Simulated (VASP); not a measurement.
A run of VASP 6.6.1:

INCAR

```
  ALGO = Normal
  EDIFF = 1E-7
  EDIFFG = -0.01
  ENCUT = 600
  GGA = PE
  IBRION = 2
  ISIF = 3
  ISMEAR = 0
  LASPH = T
  LCHARG = F
  LREAL = F
  LWAVE = F
  NELM = 100
  NSW = 100
  PREC = Accurate
  SIGMA = 0.1
```

KPOINTS

```
k-points
0
Gamma
  12 12 6
```

The input POSCAR:

```
Li2P
1.0
    4.3073171614      0.0000000000      0.0000000000
   -2.1536585807      3.7302460839      0.0000000000
    0.0000000000      0.0000000000      6.9173052800
Li P
4 2
Direct
    0.0000000000      0.0000000000      0.0000000000
    0.3333333333      0.6666666667      0.2194820382
    0.6666666667      0.3333333333      0.5000000000
    0.3333333333      0.6666666667      0.7805179618
    0.6666666667      0.3333333333      0.1640221953
    0.6666666667      0.3333333333      0.8359778047
```

Potentials or basis: VASP PAW PBE potentials, release 64 (Li_sv, P).

The run is started by

```console
$ cat potpaw_PBE.64/Li_sv/POTCAR potpaw_PBE.64/P/POTCAR > POTCAR
$ mpirun -np 1 vasp_std > vasp.out
```

Hardware: 1 thread of Intel(R) Xeon(R) Platinum 8488C (Sapphire Rapids), on a shared host.

Estimate the wall time of this run.

It took 8.1 min on 1 thread of Intel(R) Xeon(R) Platinum 8488C (Sapphire Rapids) (shared host), peak memory 0.34 GiB. Counts: scf iterations 54, k points 76, ion steps 7.
